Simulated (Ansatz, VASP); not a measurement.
One calculation of PbSe, two programs

```
Pb Se
1.0
     2.15488   -6.13395    0.00000
     2.15488    6.13395    0.00000
     0.00000    0.00000    4.45049
Pb Se
2 2
Direct
  0.63176 0.36824 0.79213
  0.36824 0.63176 0.29213
  0.86129 0.13871 0.75000
  0.13871 0.86129 0.25000
```

Change from the starting cell: all Pb atoms moved +0.188 Å, as atom 1 along Cartesian [0 0 1].

Alike in both runs: task single point; functional PBE; dispersion D3(BJ); k mesh 8 × 8 × 6; occupations gaussian, width 0.05 eV; no spin polarisation.

|  | VASP | Ansatz |
| --- | --- | --- |
| version | VASP 6.6.1 | Ansatz 0.2.0 |
| potentials or method | VASP PAW PBE potentials, release 64 (Pb_d, Se), cutoff 520 eV | scalar-relativistic, plane waves, PAW |
| valence electrons in the cell | 40 | 60 |

```csv
,VASP,Ansatz,Ansatz less VASP
gap on the k mesh at the Fermi level (eV),1.14,1.14,+0.002
least direct gap on the mesh (eV),1.32,1.32,-0.001
pressure (GPa),-0.5,-0.5,0.00
"traceless stress, the component that is largest in VASP (GPa)",0.29,0.30,+0.009
rms of the force components (eV/Å),0.089,0.085,-0.0047
```

Atom by atom the forces differ by 0.005 eV/Å (rms over components). VASP's potentials hold 40 valence electrons a cell and Ansatz's 60, so a difference there can come from the potentials and not from the codes.

Spin-orbit coupling is off throughout.
